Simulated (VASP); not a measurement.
# KCl2 (P4/mmm) in VASP: further runs

KCl2 is run at these levels: PBE, PBEsol, r2SCAN; tasks: single point.

All numbers are computed with VASP 6.6.1; they aren't measurements. Logs are shortened: lines on timing, memory, paths and dates and some standing lists are left out, and cuts for length are marked.

### Step 1. The cell of the first run

It takes space group P4/mmm (No. 123, tetragonal). Conventional cell: a = 4.230 Å, b = 4.230 Å, c = 5.329 Å, α = 90.00°, β = 90.00°, γ = 90.00°. Within 4.3 Å of K (site symmetry 4/mmm) lie 8 Cl at 3.28 Å and 4 K at 4.23 Å. Cl (site symmetry 4mm) has 2 Cl at 2.64 to 2.69 Å and 4 K at 3.28 Å within 3.5 Å.

The cell was generated, and may not be a known phase.

### Step 2. Single point, PBE

File INCAR:

```
PREC     = Accurate       # precision mode
ENCUT    = 520            # plane-wave cutoff, eV
EDIFF    = 1E-6           # SCF threshold, eV
ISMEAR   = 0              # smearing method
SIGMA    = 0.1            # smearing width, eV
LREAL    = False          # projectors in reciprocal space
LASPH    = True           # aspherical terms in the spheres
NELM     = 60             # most SCF steps
ALGO     = Normal         # electronic algorithm
ISIF     = 2              # what is computed and relaxed
LWAVE    = False          # write WAVECAR
LCHARG   = False          # write CHGCAR
GGA      = PE             # functional
NBANDS   = 18             # bands
```

File KPOINTS:

```
Automatic mesh
0
Gamma
  12 12 10
```

File POSCAR:

```
KCl2
1.0
    4.2303215952      0.0000000000      0.0000000000
    0.0000000000      4.2303215952      0.0000000000
    0.0000000000      0.0000000000      5.3286844761
K Cl
1 2
Direct
    0.5000000000      0.5000000000      0.0000000000
    0.0000000000      0.0000000000      0.2522370076
    0.0000000000      0.0000000000      0.7477629924
```

Potentials or basis: VASP PAW PBE potentials, release 64 (K_sv, Cl).

Launch:

```bash
> cat potpaw_PBE.64/K_sv/POTCAR potpaw_PBE.64/Cl/POTCAR > POTCAR
> mpirun -np 1 vasp_std > vasp.out
```

OUTCAR:

```text
PREC = Accurate
   ENCUT = 520
   EDIFF = 1E-6
   ISMEAR = 0
   LREAL = False
   LASPH = True
   NELM = 60
   ISIF = 2
   GGA = PE

 ion  position               nearest neighbor table
   1  0.500  0.500  0.000-
   2  0.000  0.000  0.252-   3 2.64
   3  0.000  0.000  0.748-   2 2.64

  LATTYP: Found a simple tetragonal cell.
 ALAT       =     4.2303215952
 C/A-ratio  =     1.2596405158

  Lattice vectors:

 A1 = (   4.2303215952,   0.0000000000,   0.0000000000)
 A2 = (   0.0000000000,   4.2303215952,   0.0000000000)
 A3 = (   0.0000000000,   0.0000000000,   5.3286844761)

Analysis of symmetry for initial positions (statically):
=====================================================================
 Subroutine PRICEL returns:
 Original cell was already a primitive cell.

 Routine SETGRP: Setting up the symmetry group for a
 simple tetragonal supercell.

 Subroutine GETGRP returns: Found 16 space group operations
 (whereof 16 operations were pure point group operations)
 out of a pool of 16 trial point group operations.

The static configuration has the point symmetry D_4h.

Analysis of symmetry for dynamics (positions and initial velocities):
=====================================================================
 Subroutine PRICEL returns:
 Original cell was already a primitive cell.

 Routine SETGRP: Setting up the symmetry group for a
 simple tetragonal supercell.

 Subroutine GETGRP returns: Found 16 space group operations
 (whereof 16 operations were pure point group operations)
 out of a pool of 16 trial point group operations.

The dynamic configuration has the point symmetry D_4h.

 Subroutine INISYM returns: Found 16 space group operations
 (whereof 16 operations are pure point group operations),
 and found     1 'primitive' translations

----------------------------------------------------------------------------------------

                                     Primitive cell

  volume of cell :      95.3601

  direct lattice vectors                    reciprocal lattice vectors
     4.230321595  0.000000000  0.000000000     0.236388647  0.000000000  0.000000000
     0.000000000  4.230321595  0.000000000     0.000000000  0.236388647  0.000000000
     0.000000000  0.000000000  5.328684476     0.000000000  0.000000000  0.187663579

  length of vectors
     4.230321595  4.230321595  5.328684476     0.236388647  0.236388647  0.187663579

  position of ions in fractional coordinates (direct lattice)
     0.500000000  0.500000000  0.000000000
     0.000000000  0.000000000  0.252237008
     0.000000000  0.000000000  0.747762992

  ion indices of the primitive-cell ions
   primitive index   ion index
                 1           1
                 2           2
                 3           3

----------------------------------------------------------------------------------------

 KPOINTS: Automatic mesh

Automatic generation of k-mesh.
 Grid dimensions read from file:
 generate k-points for:   12   12   10

 Generating k-lattice:

  Cartesian coordinates                     Fractional coordinates (reciprocal lattice)
     0.019699054  0.000000000  0.000000000     0.083333333  0.000000000  0.000000000
     0.000000000  0.019699054  0.000000000     0.000000000  0.083333333  0.000000000
     0.000000000  0.000000000  0.018766358     0.000000000  0.000000000  0.100000000

  Length of vectors
     0.019699054  0.019699054  0.018766358

  Shift w.r.t. Gamma in fractional coordinates (k-lattice)
     0.000000000  0.000000000  0.000000000

 Subroutine IBZKPT returns following result:
 ===========================================

 Found    168 irreducible k-points:

 Following reciprocal coordinates:
            Coordinates               Weight
  0.000000  0.000000  0.000000      1.000000
  0.083333  0.000000  0.000000      4.000000
  0.166667  0.000000  0.000000      4.000000
  0.250000  0.000000  0.000000      4.000000
  0.333333  0.000000  0.000000      4.000000
  0.416667  0.000000  0.000000      4.000000
[... 16 lines left out ...]
  0.333333  0.333333  0.000000      4.000000
  0.416667  0.333333  0.000000      8.000000
 [... further k-points ...]
   k-points           NKPTS =    168   k-points in BZ     NKDIM =    168   number of bands    NBANDS=     18
   number of dos      NEDOS =    301   number of ions     NIONS =      3
   total plane-waves  NPLWV =  40960
   dimension x,y,z NGX =    32 NGY =   32 NGZ =   40
   dimension x,y,z NGXF=    64 NGYF=   64 NGZF=   80
   ions per type =               1   2
   NGX,Y,Z   is equivalent  to a cutoff of  12.58, 12.58, 12.48 a.u.
   NGXF,Y,Z  is equivalent  to a cutoff of  25.15, 25.15, 24.96 a.u.
 SYSTEM =  unknown system
   PREC   = accura    normal or accurate (medium, high low for compatibility)
   ISTART =      0    job   : 0-new  1-cont  2-samecut
   ICHARG =      2    charge: 1-file 2-atom 10-const
   ISPIN  =      1    spin polarized calculation?
   LNONCOLLINEAR =      F non collinear calculations
   LSORBIT =      F    spin-orbit coupling
   LASPH  =      T    aspherical Exc in radial PAW
   ENCUT  =  520.0 eV  38.22 Ry    6.18 a.u.   7.87  7.87  9.91*2*pi/ulx,y,z
   NELM   =     60;   NELMIN=  2; NELMDL= -5     # of ELM steps
   EDIFF  = 0.1E-05   stopping-criterion for ELM
   LREAL  =      F    real-space projection
   EDIFFG = 0.1E-04   stopping-criterion for IOM
   NSW    =      0    number of steps for IOM
   IBRION =     -1    ionic relax: 0-MD 1-quasi-New 2-CG
   NFREE  =      0    steps in history (QN), initial steepest desc. (CG)
   ISIF   =      2    stress and relaxation
   ISYM   =      2    0-nonsym 1-usesym 2-fastsym
   POTIM  = 0.5000    time-step for ionic-motion
   TEBEG  =    0.0;   TEEND  =   0.0 temperature during run
   PSTRESS=    0.0 pullay stress
   NELECT =      23.0000    total number of electrons
   NUPDOWN=      -1.0000    fix difference up-down
   EMIN   =  10.00;   EMAX   =-10.00  energy-range for DOS
   EFERMI =   0.00;   METHOD = LEGACY
   ISMEAR =     0;   SIGMA  =   0.10  broadening in eV -4-tet -1-fermi 0-gaus
   EFERMI_NEDOS =   21; number of points for ismear=-14 and -15
   IALGO  =     38    algorithm
   IMIX   =      4    mixing-type and parameters
     AMIX     =   0.40;   BMIX     =  1.00
     AMIX_MAG =   1.60;   BMIX_MAG =  1.00
  volume/ion in A,a.u.               =      31.79       214.51
[... 16 lines left out ...]

 number of electron      22.9999990 magnetization

 Free energy of the ion-electron system (eV)
  ---------------------------------------------------
  ext. energy  EPLUGINS =         0.00000000
  ---------------------------------------------------
  free energy    TOTEN  =        -8.44554492 eV

  energy without entropy =       -8.44554492  energy(sigma->0) =       -8.44554492

 E-fermi :  -0.0820     XC(G=0):  -7.3615

 val. band max:       -0.4704896344   @ k =   0.5000   0.5000   0.3000
 cond. band min:       0.2995555842   @ k =   0.0000   0.0000   0.2000
 fundamental gap:      0.7700452186
 Fermi energy:        -0.0819941326

 k-point     1 :       0.0000    0.0000    0.0000
  band No.  band energies     occupation
      1     -29.2805      2.00000
      2     -15.2421      2.00000
      3     -13.6230      2.00000
      4     -12.7344      2.00000
      5     -12.7344      2.00000
      6     -12.6294      2.00000
[... 10 lines left out ...]
     17       8.5356      0.00000
     18       9.2845      0.00000

 k-point     2 :       0.0833    0.0000    0.0000
  band No.  band energies     occupation
      1     -29.2800      2.00000
      2     -15.2445      2.00000
      3     -13.6135      2.00000
      4     -12.7330      2.00000
      5     -12.7326      2.00000
      6     -12.6376      2.00000
[... 10 lines left out ...]
     17       8.3644      0.00000
     18       9.2002      0.00000

 k-point     3 :       0.1667    0.0000    0.0000
  band No.  band energies     occupation
      1     -29.2789      2.00000
      2     -15.2509      2.00000
      3     -13.5868      2.00000
      4     -12.7292      2.00000
      5     -12.7276      2.00000
      6     -12.6609      2.00000
[... 10 lines left out ...]
     17       8.0385      0.00000
     18       8.9835      0.00000

 k-point     4 :       0.2500    0.0000    0.0000
  band No.  band energies     occupation
      1     -29.2773      2.00000
      2     -15.2597      2.00000
      3     -13.5478      2.00000
      4     -12.7241      2.00000
      5     -12.7202      2.00000
      6     -12.6954      2.00000
[... 10 lines left out ...]
     17       7.9409      0.00000
     18       8.7207      0.00000

 k-point     5 :       0.3333    0.0000    0.0000
  band No.  band energies     occupation
      1     -29.2757      2.00000
      2     -15.2687      2.00000
      3     -13.5051      2.00000
      4     -12.7336      2.00000
      5     -12.7190      2.00000
      6     -12.7124      2.00000
[... 10 lines left out ...]
     17       7.9329      0.00000
     18       8.4849      0.00000

 k-point     6 :       0.4167    0.0000    0.0000
  band No.  band energies     occupation
      1     -29.2745      2.00000
      2     -15.2754      2.00000
      3     -13.4708      2.00000
      4     -12.7646      2.00000
      5     -12.7152      2.00000
      6     -12.7063      2.00000
[... 10 lines left out ...]
     17       7.9712      0.00000
     18       8.3254      0.00000

 k-point     7 :       0.5000    0.0000    0.0000
  band No.  band energies     occupation
      1     -29.2741      2.00000
      2     -15.2779      2.00000
      3     -13.4574      2.00000
      4     -12.7768      2.00000
      5     -12.7138      2.00000
      6     -12.7040      2.00000
[... 10 lines left out ...]
     17       7.9973      0.00000
     18       8.2693      0.00000

 k-point     8 :       0.0833    0.0833    0.0000
  band No.  band energies     occupation
      1     -29.2796      2.00000
      2     -15.2461      2.00000
      3     -13.6044      2.00000
      4     -12.7412      2.00000
      5     -12.7226      2.00000
      6     -12.6453      2.00000
[... 10 lines left out ...]
     17       8.2626      0.00000
     18       9.2388      0.00000
[... 229 lines left out ...]
     17       8.3657      0.00000
     18       8.4487      0.00000

 k-point    20 :       0.3333    0.2500    0.0000
  band No.  band energies     occupation
      1     -29.2728      2.00000
      2     -15.2266      2.00000
      3     -13.4666      2.00000
      4     -12.7932      2.00000
      5     -12.7476      2.00000
      6     -12.7265      2.00000
[... 10 lines left out ...]
     17       7.9246      0.00000
     18       8.5114      0.00000

 k-point    21 :       0.4167    0.2500    0.0000
  band No.  band energies     occupation
      1     -29.2717      2.00000
      2     -15.2187      2.00000
      3     -13.4445      2.00000
      4     -12.7885      2.00000
      5     -12.7626      2.00000
      6     -12.7492      2.00000
[... 10 lines left out ...]
     17       7.9870      0.00000
     18       8.5926      0.00000

 k-point    22 :       0.5000    0.2500    0.0000
  band No.  band energies     occupation
      1     -29.2712      2.00000
      2     -15.2158      2.00000
      3     -13.4362      2.00000
      4     -12.7761      2.00000
      5     -12.7684      2.00000
      6     -12.7682      2.00000
[... 10 lines left out ...]
     17       8.0288      0.00000
     18       8.4580      0.00000

 k-point    23 :       0.3333    0.3333    0.0000
  band No.  band energies     occupation
      1     -29.2713      2.00000
      2     -15.2051      2.00000
      3     -13.4464      2.00000
      4     -12.8113      2.00000
      5     -12.7556      2.00000
      6     -12.7528      2.00000
[... 10 lines left out ...]
     17       8.1099      0.00000
     18       8.3396      0.00000

 k-point    24 :       0.4167    0.3333    0.0000
  band No.  band energies     occupation
      1     -29.2702      2.00000
      2     -15.1892      2.00000
      3     -13.4311      2.00000
      4     -12.8155      2.00000
      5     -12.7813      2.00000
      6     -12.7618      2.00000
[... 10 lines left out ...]
     17       8.2900      0.00000
     18       8.7653      0.00000

 [... further k-points ...]
[... 5 lines left out ...]
  --------------------------------------------------------------------------------------
  -------------------------------------------------------------------------------------
  Total       -0.0098093     -0.0098093     -0.0058624      0.0000000      0.0000000      0.0000000
  in kB       -0.1648094     -0.1648094     -0.0984959      0.0000000      0.0000000      0.0000000
  external PRESSURE =      -0.1427049 kB  Pullay stress =       0.0000000 kB

 VOLUME and BASIS-vectors are now :
 -----------------------------------------------------------------------------
  energy-cutoff  :      520.00
  volume of cell :       95.36
      direct lattice vectors                 reciprocal lattice vectors
     4.230321595  0.000000000  0.000000000     0.236388647  0.000000000  0.000000000
     0.000000000  4.230321595  0.000000000     0.000000000  0.236388647  0.000000000
     0.000000000  0.000000000  5.328684476     0.000000000  0.000000000  0.187663579

 POSITION                                       TOTAL-FORCE (eV/Angst)
 -----------------------------------------------------------------------------------
      2.11516      2.11516      0.00000         0.000000      0.000000      0.000000
      0.00000      0.00000      1.34409         0.000000      0.000000      0.000682
      0.00000      0.00000      3.98459        -0.000000     -0.000000     -0.000682
 -----------------------------------------------------------------------------------
    total drift:                                0.000000     -0.000000     -0.000000

  FREE ENERGIE OF THE ION-ELECTRON SYSTEM (eV)
  ---------------------------------------------------
  free  energy   TOTEN  =        -8.4455449248 eV

  energy  without entropy=       -8.4455449235  energy(sigma->0) =       -8.44554492
```

Wall time 2.9 min (1 thread of Intel Xeon Platinum 8259CL at 2.50GHz (Skylake/Cascade Lake), shared host); peak memory 0.37 GiB.

Results:

| Item | Value |
| --- | --- |
| Free energy | -8.4455 eV |
| Pressure | 0.0 GPa |
| Band gap on the k mesh | zero (an odd number of electrons rules out a gap without spin polarisation) |

Caveat: an odd number of electrons without spin polarisation forces a metal; a magnetic or distorted state may lie lower.

### Step 3. Single point, PBEsol

File INCAR:

```
SYSTEM = KCl2
PREC     = Accurate       ! precision mode
ENCUT    = 520            ! plane-wave cutoff, eV
EDIFF    = 1E-6           ! SCF threshold, eV
ISMEAR   = 0              ! smearing method
SIGMA    = 0.1            ! smearing width, eV
LREAL    = .False.        ! projectors in reciprocal space
LASPH    = .True.         ! aspherical terms in the spheres
NELM     = 60             ! most SCF steps
ALGO     = Normal         ! electronic algorithm
ISIF     = 2              ! what is computed and relaxed
LWAVE    = .False.        ! write WAVECAR
LCHARG   = .False.        ! write CHGCAR
GGA      = PS             ! functional
NBANDS   = 18             ! bands
```

File KPOINTS:

```
Automatic mesh
0
Gamma
  12 12 10
  0 0 0
```

POSCAR is that of step 2.

Potentials or basis: VASP PAW PBE potentials, release 64 (K_sv, Cl).

Launch:

```bash
> cat potpaw_PBE.64/K_sv/POTCAR potpaw_PBE.64/Cl/POTCAR > POTCAR
> mpirun -np 1 vasp_std > vasp.out
```

It took 2.7 min on 1 thread of Intel Xeon Platinum 8259CL at 2.50GHz (Skylake/Cascade Lake), shared host; peak memory 0.37 GiB.

It converged, with:

| Property | Result |
| --- | --- |
| Free energy | -8.8637 eV |
| Pressure | -1.3 GPa |
| Largest force | 0.040 eV/Å |
| Band gap on the k mesh | zero (an odd number of electrons rules out a gap without spin polarisation) |

Forces on the atoms (eV/Å):
```
K    0.000  0.000  0.000
Cl   0.000  0.000 -0.040
Cl   0.000  0.000  0.040
```

Stress tensor (GPa, compression positive):
```
-0.94  0.00  0.00
 0.00 -0.94  0.00
 0.00  0.00 -1.88
```

Levels at points of the mesh, in eV from the Fermi level:
| k point | band 9 | band 10 | band 11 | band 12 | band 13 | band 14 |
| --- | --- | --- | --- | --- | --- | --- |
| (0.00, 0.00, 0.00) | -2.69 | -1.39 | -1.39 | 1.25 | 3.60 | 5.13 |
| (0.50, 0.00, 0.00) | -2.78 | -1.76 | -1.30 | 1.26 | 5.54 | 6.11 |
| (0.50, 0.50, 0.00) | -3.24 | -1.85 | -1.85 | 1.29 | 5.23 | 7.59 |
| (0.00, 0.00, 0.50) | -2.15 | -2.15 | -2.08 | -2.08 | 5.07 | 5.13 |
| (0.50, 0.00, 0.50) | -2.35 | -2.24 | -2.21 | -2.05 | 6.03 | 6.86 |
| (0.50, 0.50, 0.50) | -2.55 | -2.55 | -2.30 | -2.26 | 6.71 | 7.22 |

Caveat: the PAW data sets were made with another functional, which shifts forces and pressure a little; an odd number of electrons without spin polarisation forces a metal; a magnetic or distorted state may lie lower.

### Step 4. Single point, r2SCAN

POSCAR is that of step 3.

File INCAR.step1:

```
SYSTEM = KCl2
PREC = Accurate
ENCUT = 520
ISMEAR = 0
SIGMA = 0.1
LREAL = .FALSE.
LASPH = .TRUE.
NELM = 80
NBANDS = 18
GGA = PE
ALGO = Normal
EDIFF = 1E-4
LWAVE = .TRUE.
LCHARG = .FALSE.
```

File INCAR.step2:

```
SYSTEM = KCl2
PREC = Accurate
ENCUT = 520
EDIFF = 1E-6
ISMEAR = 0
SIGMA = 0.1
LREAL = .FALSE.
LASPH = .TRUE.
NELM = 80
ALGO = Normal
ISIF = 2
LWAVE = .FALSE.
LCHARG = .FALSE.
METAGGA = R2SCAN
LMIXTAU = .TRUE.
NBANDS = 18
ISTART = 1
```

File KPOINTS:

```
Automatic mesh
0
G
  12 12 10
  0 0 0
```

Launch:

```bash
> cat potpaw_PBE.64/K_sv/POTCAR potpaw_PBE.64/Cl/POTCAR > POTCAR
> cp INCAR.step1 INCAR
> mpirun -np 1 vasp_std > vasp.out
> cp INCAR.step2 INCAR
> mpirun -np 1 vasp_std > vasp.out
```

Run time: 8.7 min. Hardware: 1 thread of Intel Xeon Platinum 8259CL at 2.50GHz (Skylake/Cascade Lake), shared host; peak memory 0.38 GiB.

It converged, with:

* Free energy: -22.3495 eV
* Pressure: -0.8 GPa
* Largest force: 0.033 eV/Å
* Band gap on the k mesh: zero (an odd number of electrons rules out a gap without spin polarisation)

Forces on the atoms (eV/Å):
```
K    0.000  0.000  0.000
Cl   0.000  0.000 -0.033
Cl   0.000  0.000  0.033
```

Stress tensor (GPa, compression positive):
```
-0.87  0.00  0.00
 0.00 -0.87  0.00
 0.00  0.00 -0.51
```

Levels at points of the mesh, in eV from the Fermi level:
| k point | band 9 | band 10 | band 11 | band 12 | band 13 | band 14 |
| --- | --- | --- | --- | --- | --- | --- |
| (0.00, 0.00, 0.00) | -2.91 | -1.58 | -1.58 | 1.29 | 4.09 | 5.62 |
| (0.50, 0.00, 0.00) | -2.99 | -1.96 | -1.50 | 1.30 | 5.92 | 6.68 |
| (0.50, 0.50, 0.00) | -3.46 | -2.04 | -2.04 | 1.32 | 5.62 | 8.18 |
| (0.00, 0.00, 0.50) | -2.36 | -2.36 | -2.29 | -2.29 | 5.49 | 5.81 |
| (0.50, 0.00, 0.50) | -2.45 | -2.40 | -2.32 | -2.26 | 6.58 | 7.48 |
| (0.50, 0.50, 0.50) | -2.75 | -2.75 | -2.39 | -2.34 | 6.99 | 7.98 |

Caveat: the PAW data sets were made with another functional, which shifts forces and pressure a little; an odd number of electrons without spin polarisation forces a metal; a magnetic or distorted state may lie lower.

### Step 5. Summary

| level | gap on the mesh (eV) | pressure (GPa) | largest force (eV/Å) |
| --- | --- | --- | --- |
| PBE | none | 0.0 | - |
| PBEsol | none | -1.3 | 0.04 |
| r2SCAN | none | -0.8 | 0.03 |

Alike in all rows: task single point; potentials or basis VASP PAW PBE potentials, release 64 (K_sv, Cl); no spin polarisation; cell a = 4.230, b = 4.230, c = 5.329 Å, 3 atoms; k mesh 12 × 12 × 10; cutoff (eV) 520; smearing gaussian 0.1 eV.

The pressure there spans -1.3 GPa (PBEsol) to 0.0 GPa (PBE); a positive pressure means that this level wants a larger cell, a negative one a smaller.

Caveats: an odd number of electrons without spin polarisation forces a metal; a magnetic or distorted state may lie lower; the PAW data sets were made with another functional, which shifts forces and pressure a little (at least some runs).

Total energies depend on the potentials used, so only differences within one code and one set of settings carry meaning.

The gap in the log of VASP goes by the Fermi energy; the results here count the filled bands.